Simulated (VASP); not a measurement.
Wanted: the native input for a VASP 6.6.1 run.

```
Task                   : single point
Functional             : PBE
Dispersion             : D3(BJ)
Potentials or basis    : VASP PAW PBE potentials, release 64 (Si, Ga_d)
Cutoff                 : 520 eV
k mesh                 : 2 × 2 × 2
Occupations            : gaussian, width 0.02 eV
Spin                   : collinear spin, zero start
Starting moments       : [0.0, 0.0, 0.0, 0.0, 0.0, 0.0, 0.0, 0.0, 0.0, 0.0, 0.0, 0.0, 0.0, 0.0, 0.0, 0.0, 0.0] μB
Dipole correction      : no
Further INCAR settings : LREAL = Auto; ALGO = Normal; EDIFF = 1e-06; NBANDS = 56
```

The structure of GaSi16 (a cell with a defect) lies in POSCAR:

```
GaSi16
1.0
    0.0000000000      5.4300000000      5.4300000000
    5.4300000000      0.0000000000      5.4300000000
    5.4300000000      5.4300000000      0.0000000000
Si Ga
16 1
Direct
    0.0198516575      0.0192582873     -0.0589293738
    0.1144313996      0.1138859116      0.1156155617
   -0.0008186004     -0.0014036832      0.4882441989
    0.1449886740      0.1444004604      0.5656557090
   -0.0307802026      0.5103417127      0.0096081952
    0.1144521179      0.6555025783      0.1156182320
   -0.0008223757      0.5134209024      0.4882551565
    0.1113220994      0.6255725599      0.6369850829
    0.5109107735     -0.0313919890      0.0096019337
    0.6561023020      0.1138800184      0.1156170350
    0.5140112339     -0.0014047882      0.4882445672
    0.6261571823      0.1107297422      0.6369884899
    0.5108618785      0.5103418048      0.0096093923
    0.6054802947      0.6048909761      0.1841821363
    0.4803410681      0.4797499079      0.5596001842
    0.6261520258      0.6255717311      0.6369866483
    0.3127034070      0.3120452118      1.0625862799
```

One way to write it, as run:

INCAR

```
SYSTEM = GaSi16
ALGO = Normal ; EDIFF = 1E-6
ENCUT = 520 ; GGA = PE
ISIF = 2 ; ISMEAR = 0
ISPIN = 2 ; IVDW = 12
LASPH = .TRUE. ; LCHARG = .FALSE.
LORBIT = 11 ; LREAL = Auto
LWAVE = .FALSE. ; MAGMOM = 0 0 0 0 0 0 0 0 0 0 0 0 0 0 0 0 0
NBANDS = 56 ; NELM = 150
PREC = Accurate ; SIGMA = 0.02
```

KPOINTS

```
k-points
0
G
  2 2 2
  0 0 0
```

Potentials or basis: VASP PAW PBE potentials, release 64 (Si, Ga_d).

The run is started by

```console
$ cat potpaw_PBE.64/Si/POTCAR potpaw_PBE.64/Ga_d/POTCAR > POTCAR
$ mpirun -np 1 vasp_std > vasp.out
```

Results of the run:

```json
{"Pressure": "3.0 GPa", "Largest force": "0.040 eV/Å", "Net moment": "0.00 μB per cell", "Valence electrons inside the program's atomic spheres": "Si 1.72, 1.67, 1.69 (each value once); Ga 11.93", "Dispersion energy per atom": "-0.331 eV"}
```

Caveat: the k points lie up to 0.50 Å⁻¹ apart; no moment was typed at the start, so none could form.

It took 15 min on 1 thread of Intel Xeon 8259CL, with other jobs on the host, peak memory 0.72 GiB.
